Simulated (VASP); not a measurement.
# Ir3O (P6_322) in VASP: relaxation of cell and atoms with PBEsol

Aim: the relaxation of cell and atoms of Ir3O with PBEsol.

All numbers are computed with VASP 6.6.1; they aren't measurements. Logs are shortened: lines on timing, memory, paths and dates and some standing lists are left out, and cuts for length are marked.

## Step 1: The cell of the first run

Symmetry: P6_322, No. 182, hexagonal system. The conventional cell has a = 5.302 Å, b = 5.302 Å, c = 4.424 Å, α = 90.00°, β = 90.00°, γ = 120.00°. Within 2.9 Å of Ir (site symmetry 2) lie 2 O at 2.22 Å and 6 Ir at 2.57 to 2.66 Å. Within 2.9 Å of O (site symmetry 32) lie 6 Ir at 2.22 Å.

## Step 2: Relaxation of cell and atoms, PBEsol

Input file INCAR:

```
SYSTEM = Ir3O
PREC = Accurate
ENCUT = 600
EDIFF = 1E-7
ISMEAR = 0
SIGMA = 0.1
LREAL = .False.
LASPH = .True.
NELM = 80
ALGO = Fast
ISIF = 3
LWAVE = .False.
LCHARG = .False.
GGA = PS
IBRION = 2
NSW = 80
EDIFFG = -0.01
```

Input file KPOINTS:

```
regular mesh
0
Gamma
  12 12 8
  0 0 0
```

Input file POSCAR:

```
Ir3O
1.0
    5.3018256173      0.0000000000      0.0000000000
   -2.6509128086      4.5915156710      0.0000000000
    0.0000000000      0.0000000000      4.4244255545
Ir O
6 2
Direct
    0.0000000000      0.7206239420      0.5000000000
    0.0000000000      0.2793760580      0.0000000000
    0.7206239420      0.7206239420      0.0000000000
    0.7206239420      0.0000000000      0.5000000000
    0.2793760580      0.2793760580      0.5000000000
    0.2793760580      0.0000000000      0.0000000000
    0.6666666667      0.3333333333      0.7500000000
    0.3333333333      0.6666666667      0.2500000000
```

Potentials or basis: VASP PAW PBE potentials, release 64 (Ir, O).

On the command line:

```console
$ cat potpaw_PBE.64/Ir/POTCAR potpaw_PBE.64/O/POTCAR > POTCAR
$ mpirun -np 1 vasp_std > vasp.out
```

OUTCAR:

```text
SYSTEM = Ir3O
   PREC = Accurate
   ENCUT = 600
   EDIFF = 1E-7
   ISMEAR = 0
   LREAL = .False.
   LASPH = .True.
   NELM = 80
   ISIF = 3
   GGA = PS
   IBRION = 2
   NSW = 80
   EDIFFG = -0.01

 ion  position               nearest neighbor table
   1  0.000  0.721  0.500-   8 2.22   7 2.22   4 2.57   5 2.57   3 2.66   3 2.66   6 2.66   6 2.66
                             2 3.22   2 3.22   5 3.34   4 3.34   4 3.34   5 3.34
   2  0.000  0.279  0.000-   7 2.22   8 2.22   6 2.57   3 2.57   5 2.66   5 2.66   4 2.66   4 2.66
                             1 3.22   1 3.22   3 3.34   6 3.34   6 3.34   3 3.34
   3  0.721  0.721  0.000-   7 2.22   8 2.22   2 2.57   6 2.57   4 2.66   4 2.66   1 2.66   1 2.66
                             5 3.22   5 3.22   2 3.34   6 3.34   6 3.34   2 3.34
   4  0.721  0.000  0.500-   7 2.22   8 2.22   1 2.57   5 2.57   3 2.66   3 2.66   2 2.66   2 2.66
                             6 3.22   6 3.22   1 3.34   5 3.34   5 3.34   1 3.34
   5  0.279  0.279  0.500-   8 2.22   7 2.22   1 2.57   4 2.57   6 2.66   6 2.66   2 2.66   2 2.66
                             3 3.22   3 3.22   1 3.34   4 3.34   4 3.34   1 3.34
   6  0.279  0.000  0.000-   8 2.22   7 2.22   2 2.57   3 2.57   5 2.66   5 2.66   1 2.66   1 2.66
                             4 3.22   4 3.22   2 3.34   3 3.34   3 3.34   2 3.34
   7  0.667  0.333  0.750-   4 2.22   2 2.22   1 2.22   6 2.22   3 2.22   5 2.22
   8  0.333  0.667  0.250-   6 2.22   1 2.22   2 2.22   4 2.22   5 2.22   3 2.22

  LATTYP: Found a hexagonal cell.
 ALAT       =     5.3018256173
 C/A-ratio  =     0.8345098224

  Lattice vectors:

 A1 = (   5.3018256173,   0.0000000000,   0.0000000000)
 A2 = (  -2.6509128086,   4.5915156710,   0.0000000000)
 A3 = (   0.0000000000,   0.0000000000,   4.4244255545)

Analysis of symmetry for initial positions (statically):
=====================================================================
 Subroutine PRICEL returns:
 Original cell was already a primitive cell.

 Routine SETGRP: Setting up the symmetry group for a
 hexagonal supercell.

 Subroutine GETGRP returns: Found 12 space group operations
 (whereof  6 operations were pure point group operations)
 out of a pool of 24 trial point group operations.

The static configuration has the point symmetry D_3 .
 The point group associated with its full space group is D_6 .

Analysis of symmetry for dynamics (positions and initial velocities):
=====================================================================
 Subroutine PRICEL returns:
 Original cell was already a primitive cell.

 Routine SETGRP: Setting up the symmetry group for a
 hexagonal supercell.

 Subroutine GETGRP returns: Found 12 space group operations
 (whereof  6 operations were pure point group operations)
 out of a pool of 24 trial point group operations.

The dynamic configuration has the point symmetry D_3 .
 The point group associated with its full space group is D_6 .

 Subroutine INISYM returns: Found 12 space group operations
 (whereof  6 operations are pure point group operations),
 and found     1 'primitive' translations

----------------------------------------------------------------------------------------

                                     Primitive cell

  volume of cell :     107.7056

  direct lattice vectors                    reciprocal lattice vectors
     5.301825617  0.000000000  0.000000000     0.188614276  0.108896503  0.000000000
    -2.650912809  4.591515671  0.000000000     0.000000000  0.217793006  0.000000000
     0.000000000  0.000000000  4.424425554     0.000000000  0.000000000  0.226018042

  length of vectors
     5.301825617  5.301825617  4.424425554     0.217793006  0.217793006  0.226018042

  position of ions in fractional coordinates (direct lattice)
     0.000000000  0.720623942  0.500000000
     0.000000000  0.279376058  0.000000000
     0.720623942  0.720623942  0.000000000
     0.720623942  0.000000000  0.500000000
     0.279376058  0.279376058  0.500000000
     0.279376058  0.000000000  0.000000000
     0.666666667  0.333333333  0.750000000
     0.333333333  0.666666667  0.250000000

  ion indices of the primitive-cell ions
   primitive index   ion index
                 1           1
                 2           2
                 3           3
                 4           4
                 5           5
                 6           6
                 7           7
                 8           8

----------------------------------------------------------------------------------------

 KPOINTS: regular mesh

Automatic generation of k-mesh.
 Grid dimensions read from file:
 generate k-points for:   12   12    8

 Generating k-lattice:

  Cartesian coordinates                     Fractional coordinates (reciprocal lattice)
     0.015717856  0.009074709  0.000000000     0.083333333  0.000000000  0.000000000
     0.000000000  0.018149417  0.000000000     0.000000000  0.083333333  0.000000000
     0.000000000  0.000000000  0.028252255     0.000000000  0.000000000  0.125000000

  Length of vectors
     0.018149417  0.018149417  0.028252255

  Shift w.r.t. Gamma in fractional coordinates (k-lattice)
     0.000000000  0.000000000  0.000000000

 Subroutine IBZKPT returns following result:
 ===========================================

 Found     95 irreducible k-points:

 Following reciprocal coordinates:
            Coordinates               Weight
  0.000000  0.000000  0.000000      1.000000
  0.083333 -0.000000  0.000000      6.000000
  0.166667 -0.000000  0.000000      6.000000
  0.250000  0.000000  0.000000      6.000000
  0.333333 -0.000000  0.000000      6.000000
  0.416667 -0.000000  0.000000      6.000000
[... 16 lines left out ...]
  0.250000  0.000000  0.125000     12.000000
  0.333333 -0.000000  0.125000     12.000000
 [... further k-points ...]
   k-points           NKPTS =     95   k-points in BZ     NKDIM =     95   number of bands    NBANDS=     39
   number of dos      NEDOS =    301   number of ions     NIONS =      8
   total plane-waves  NPLWV =  63504
   dimension x,y,z NGX =    42 NGY =   42 NGZ =   36
   dimension x,y,z NGXF=    84 NGYF=   84 NGZF=   72
   ions per type =               6   2
   NGX,Y,Z   is equivalent  to a cutoff of  13.17, 13.17, 13.53 a.u.
   NGXF,Y,Z  is equivalent  to a cutoff of  26.34, 26.34, 27.05 a.u.
 SYSTEM =  Ir3O
   PREC   = accura    normal or accurate (medium, high low for compatibility)
   ISTART =      0    job   : 0-new  1-cont  2-samecut
   ICHARG =      2    charge: 1-file 2-atom 10-const
   ISPIN  =      1    spin polarized calculation?
   LNONCOLLINEAR =      F non collinear calculations
   LSORBIT =      F    spin-orbit coupling
   LASPH  =      T    aspherical Exc in radial PAW
   ENCUT  =  600.0 eV  44.10 Ry    6.64 a.u.  10.59 10.59  8.84*2*pi/ulx,y,z
   NELM   =     80;   NELMIN=  2; NELMDL= -5     # of ELM steps
   EDIFF  = 0.1E-06   stopping-criterion for ELM
   LREAL  =      F    real-space projection
   EDIFFG = -.1E-01   stopping-criterion for IOM
   NSW    =     80    number of steps for IOM
   IBRION =      2    ionic relax: 0-MD 1-quasi-New 2-CG
   NFREE  =      1    steps in history (QN), initial steepest desc. (CG)
   ISIF   =      3    stress and relaxation
   ISYM   =      2    0-nonsym 1-usesym 2-fastsym
   POTIM  = 0.5000    time-step for ionic-motion
   TEBEG  =    0.0;   TEEND  =   0.0 temperature during run
   PSTRESS=    0.0 pullay stress
   NELECT =      66.0000    total number of electrons
   NUPDOWN=      -1.0000    fix difference up-down
   EMIN   =  10.00;   EMAX   =-10.00  energy-range for DOS
   EFERMI =   0.00;   METHOD = LEGACY
   ISMEAR =     0;   SIGMA  =   0.10  broadening in eV -4-tet -1-fermi 0-gaus
   EFERMI_NEDOS =   21; number of points for ismear=-14 and -15
   IALGO  =     68    algorithm
   IMIX   =      4    mixing-type and parameters
     AMIX     =   0.40;   BMIX     =  1.00
     AMIX_MAG =   1.60;   BMIX_MAG =  1.00
  volume/ion in A,a.u.               =      13.46        90.85
  Fermi-wavevector in a.u.,A,eV,Ry     =   1.390518  2.627698 26.307420  1.933541
  Thomas-Fermi vector in A             =   2.514446
   LORBIT       =      0    0 simple, 1 ext, 2 COOP (PROOUT), +10 PAW based schemes
   GGA     = PS    functional components
   LHFCALC =     F    Hartree Fock is set to
   AEXX    =    0.0000 exact exchange contribution
   IVDW    =     0    specifies the selected vdW correction
   LEPSILON=     F    determine dielectric tensor
   LRPA    =     F    only Hartree local field effects (RPA)
 conjugate gradient relaxation of ions
 non-spin polarized calculation
 RMM-DIIS sequential band-by-band and
 Gauss-broadening in eV      SIGMA  =   0.10
  energy-cutoff  :      600.00
  volume of cell :      107.71
 maximum number of plane-waves:      3628
   NGX = 21   NGY = 21   NGZ = 17

--------------------------------------- Ionic step        1  -------------------------------------------

 number of electron      65.9999995 magnetization

 Free energy of the ion-electron system (eV)
  ---------------------------------------------------
  ext. energy  EPLUGINS =         0.00000000
  ---------------------------------------------------
  free energy    TOTEN  =       -63.24895510 eV

  energy without entropy =      -63.20648085  energy(sigma->0) =      -63.22771798

------------------------ aborting loop because EDIFF is reached ----------------------------------------

  FORCE on cell =-STRESS in cart. coord.  units (eV):
  Direction    XX          YY          ZZ          XY          YZ          ZX
  --------------------------------------------------------------------------------------
  -------------------------------------------------------------------------------------
  Total        0.9683787      0.9683787      0.5090631      0.0000000      0.0000000      0.0000000
  in kB       14.4051375     14.4051375      7.5725782      0.0000000      0.0000000      0.0000000
  external PRESSURE =      12.1276178 kB  Pullay stress =       0.0000000 kB
[... 111 lines left out ...]
  energy  without entropy=      -63.2091832035  energy(sigma->0) =      -63.23077358

--------------------------------------- Ionic step        4  -------------------------------------------

 number of electron      65.9999996 magnetization

 Free energy of the ion-electron system (eV)
  ---------------------------------------------------
  ext. energy  EPLUGINS =         0.00000000
  ---------------------------------------------------
  free energy    TOTEN  =       -63.25352866 eV

  energy without entropy =      -63.20998794  energy(sigma->0) =      -63.23175830

 E-fermi :   8.4377     XC(G=0): -13.2843

 val. band max:        8.4294269265   @ k =   0.5000   0.0000   0.1250
 cond. band min:       8.4383830833   @ k =   0.1667   0.0833   0.0000
 fundamental gap:      0.0089561568
 Fermi energy:         8.4376987490

 k-point     1 :       0.0000    0.0000    0.0000
  band No.  band energies     occupation
      1     -12.1877      2.00000
      2     -11.8179      2.00000
      3       0.0653      2.00000
      4       0.1225      2.00000
      5       0.4692      2.00000
      6       0.4692      2.00000
[... 997 lines left out ...]
     38       9.7363      0.00000
     39       9.8223      0.00000

 [... further k-points ...]

------------------------ aborting loop because EDIFF is reached ----------------------------------------

  FORCE on cell =-STRESS in cart. coord.  units (eV):
  Direction    XX          YY          ZZ          XY          YZ          ZX
  --------------------------------------------------------------------------------------
  -------------------------------------------------------------------------------------
  Total        0.0153082      0.0153082     -0.0174211      0.0000000     -0.0000000      0.0000000
  in kB        0.2272862      0.2272862     -0.2586585      0.0000000     -0.0000000      0.0000000
  external PRESSURE =       0.0653046 kB  Pullay stress =       0.0000000 kB
[... 23 lines left out ...]
  FREE ENERGIE OF THE ION-ELECTRON SYSTEM (eV)
  ---------------------------------------------------
  free  energy   TOTEN  =       -63.2535286556 eV

  energy  without entropy=      -63.2099879392  energy(sigma->0) =      -63.23175830

 reached required accuracy - stopping structural energy minimisation
```

It took 27 min on 1 thread of Oxide Virtual Turin-like, shared host; peak memory 0.48 GiB.

Results:

| Quantity | Value |
| --- | --- |
| Free energy | -63.2535 eV |
| Relaxed volume | 13.49 Å³/atom |
| Relaxed cell | a = 5.311 Å, b = 5.311 Å, c = 4.418 Å, α = 90.00°, β = 90.00°, γ = 120.00° |
| Space group after relaxing (to 0.1 Å) | P6_322 (No. 182) |
| Energy gained by relaxing | 0.6 meV/atom |
| Ionic steps | 4 |
| Pressure after relaxing | 0.0 GPa |
| Band gap on the k mesh | zero (bands 33 and 34 overlap by 0.66 eV) |

The path:
| step | energy change (eV) | largest force (eV/Å) | pressure (GPa) | volume (Å³) |
| --- | --- | --- | --- | --- |
| 1 | 0.0000 | 0.1884 | 1.21 | 107.71 |
| 2 | 0.0150 | 0.2347 | -3.93 | 109.30 |
| 3 | -0.0034 | 0.0542 | -0.38 | 108.18 |
| 4 | -0.0046 | 0.0008 | 0.01 | 107.91 |

Final structure:
```yaml
crystal:
  lattice:
    - [5.31058, 0.00000, 0.00000]
    - [-2.65529, 4.59910, 0.00000]
    - [0.00000, 0.00000, 4.41820]
  atoms:
    - { symbol: Ir, position: [0.00000, 0.71951, 0.50000] }
    - { symbol: Ir, position: [0.00000, 0.28049, 0.00000] }
    - { symbol: Ir, position: [0.71951, 0.71951, 0.00000] }
    - { symbol: Ir, position: [0.71951, 0.00000, 0.50000] }
    - { symbol: Ir, position: [0.28049, 0.28049, 0.50000] }
    - { symbol: Ir, position: [0.28049, 0.00000, 0.00000] }
    - { symbol: O, position: [0.66667, 0.33333, 0.75000] }
    - { symbol: O, position: [0.33333, 0.66667, 0.25000] }
```

Caveat: the PAW data sets were made with another functional, which shifts forces and pressure a little; spin-orbit coupling is left out, which moves the levels of the heavy elements.
